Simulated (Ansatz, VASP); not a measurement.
## BiPt in VASP and in Ansatz

File INCAR:

```
SYSTEM = BiPt
ALGO = Normal ; EDIFF = 1E-8
ENCUT = 520 ; ISIF = 2
ISMEAR = -1 ; LASPH = .TRUE.
LCHARG = .FALSE. ; LEFG = .TRUE.
LREAL = .FALSE. ; LWAVE = .FALSE.
NBANDS = 33 ; NELM = 60
PREC = Accurate ; SIGMA = 0.05
```

The input KPOINTS:

```
k-points
0
G
  9 9 6
  0 0 0
```

The input POSCAR:

```
BiPt
1.0
    4.3717829954      0.0000000000      0.0000000000
   -2.1858914977      3.7860751338      0.0000000000
    0.0000000000      0.0000000000      5.5622451270
Bi Pt
2 2
Direct
    0.3333333333      0.6666666667      0.2500000000
    0.6666666667      0.3333333333      0.7500000000
    0.0000000000      0.0000000000      0.0000000000
    0.0000000000      0.0000000000      0.5000000000
```

Input for Ansatz:

```yaml
crystal:
  lattice:
    - [4.3717829954, 0.0, 0.0]
    - [-2.1858914977, 3.7860751338, 0.0]
    - [0.0, 0.0, 5.562245127]
  atoms:
    - { symbol: Bi, position: [0.3333333333, 0.6666666667, 0.25] }
    - { symbol: Bi, position: [0.6666666667, 0.3333333333, 0.75] }
    - { symbol: Pt, position: [0.0, 0.0, 0.0] }
    - { symbol: Pt, position: [0.0, 0.0, 0.5] }
kpoints:
  mp_grid: { grid: [9, 9, 6] }
scf:
  occupations: { method: fermi_dirac, width: 0.05 }
hamiltonian:
  xc: lda
  pseudopotentials: { kind: paw }
output:
  forces: true
  stress: true
  eigenvalues: true
  efg: { contact_densities: true }
  write_density: true
  write_potential: true
  elf: true
  volumetric_format: npy
```

Change from the starting cell: volume scaled by 1.04, PAW files.

Alike in both runs: task electric field gradients; functional LDA; k mesh 9 × 9 × 6; occupations fermi-dirac, width 0.05 eV; no spin polarisation.

```csv
,VASP,Ansatz
version,VASP 6.6.1,Ansatz 0.2.0
potentials or method,"VASP PAW LDA potentials, release 64 (Bi_d, Pt)","PAW with Ansatz's default frozen-core files, scalar-relativistic"
plane-wave cutoff (eV),520,420
valence electrons in the cell,50,66
```

VASP gave:

| Item | Value |
| --- | --- |
| pressure (GPa) | -4.6 |
| traceless stress, the component that is largest in VASP (GPa) | -1.01 |
| size of Vzz on the site where it differs most (V/Å²) | 156.4 |

Question: What did Ansatz give for the same quantities?

Answer: Pressure (GPa): -4.9; traceless stress, the component that is largest in VASP (GPa): -1.11; size of Vzz on the site where it differs most (V/Å²): 102.7.

LDA's correlation is that of Perdew and Zunger in VASP and of Perdew and Wang (1992) in Ansatz. VASP's potentials hold 50 valence electrons a cell and Ansatz's 66, so a difference there can come from the potentials and not from the codes.

Neither program's run includes spin-orbit coupling.
